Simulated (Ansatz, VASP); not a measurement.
**One calculation of Ti, two programs**

```
Ti
1.0
     4.56737    0.00000    0.00000
    -2.28369    3.95546    0.00000
     0.00000    0.00000    2.82624
Ti
3
Cartesian
  2.2837 1.3185 1.4131
  0.0000 2.6370 1.4131
  0.0000 0.0000 0.0000
```

Alike in both runs: task relaxation of cell and atoms; functional PBEsol; dispersion D4; k mesh 7 × 7 × 9; occupations fermi-dirac, width 0.05 eV; no spin polarisation.

|  | VASP | Ansatz |
| --- | --- | --- |
| version | VASP 6.6.1 | Ansatz 0.2.0 |
| potentials or method | VASP PAW PBE potentials, release 64 (Ti_sv) | Ansatz PAW |
| plane-wave cutoff (eV) | 600 | 420 |
| valence electrons in the cell | 36 | 36 |

```csv
,VASP,Ansatz,Ansatz less VASP
"gap on the k mesh at the Fermi level, each at its own relaxed structure (eV)",none,none,-
relaxed volume (Å³/atom),16.26,16.31,+0.047
relaxed cell length with the largest relative difference (Å),4.496,4.500,+0.0047
```

VASP's potentials were made for PBE, not for PBEsol. A gap of «none» marks a metal or a gap that the smearing closes.

Noted on Ansatz's run: the plane-wave basis is chosen anew once the cell has moved, so the energies of steps on either side of that aren't comparable.
